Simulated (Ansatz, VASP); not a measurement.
**In: VASP beside Ansatz**

File INCAR:

```
SYSTEM = In
PREC = Accurate
ENCUT = 520
EDIFF = 1E-6
ISMEAR = -1
SIGMA = 0.05
LREAL = .FALSE.
LASPH = .TRUE.
NELM = 80
ALGO = Normal
ISIF = 2
LWAVE = .FALSE.
LCHARG = .TRUE.
LELF = .TRUE.
LVHAR = .TRUE.
NBANDS = 20
```

The input KPOINTS:

```
Automatic mesh
0
G
  12 12 12
  0 0 0
```

Contents of POSCAR:

```
In
1.0
    0.0000000000      2.8691012279      2.8691012279
    2.8691012279      0.0000000000      2.8691012279
    2.8691012279      2.8691012279      0.0000000000
In
2
Direct
   -0.1250000000     -0.1250000000     -0.1250000000
    0.1250000000      0.1250000000      0.1250000000
```

Input for Ansatz:

```yaml
crystal:
  lattice:
    - [0.0, 2.8691012279, 2.8691012279]
    - [2.8691012279, 0.0, 2.8691012279]
    - [2.8691012279, 2.8691012279, 0.0]
  atoms:
    - { symbol: In, position: [-0.125, -0.125, -0.125] }
    - { symbol: In, position: [0.125, 0.125, 0.125] }
kpoints:
  mp_grid: { grid: [12, 12, 12] }
scf:
  occupations: { method: fermi_dirac, width: 0.05 }
hamiltonian:
  xc: lda
  pseudopotentials: { kind: all_electron, lapw: { basis_error: 0.001 } }
output:
  forces: true
  stress: true
  eigenvalues: true
  populations: true
```

Change from the starting cell: volume scaled by 0.7, LAPW.

Alike in both runs: task single point; functional LDA; k mesh 12 × 12 × 12; occupations fermi-dirac, width 0.05 eV; no spin polarisation.

|  | VASP | Ansatz |
| --- | --- | --- |
| version | VASP 6.6.1 | Ansatz 0.2.0 |
| potentials or method | VASP PAW LDA potentials, release 64 (In_d), cutoff 520 eV | all-electron LAPW, scalar-relativistic |

```csv
,VASP,Ansatz,Ansatz less VASP
pressure (GPa),28.9,28.6,-0.34
```

LDA's correlation is that of Perdew and Zunger in VASP and of Perdew and Wang (1992) in Ansatz. Both programs put the cell under a high pressure, so it lies far from rest at this level. Ansatz ran all-electron here, and VASP with PAW potentials.
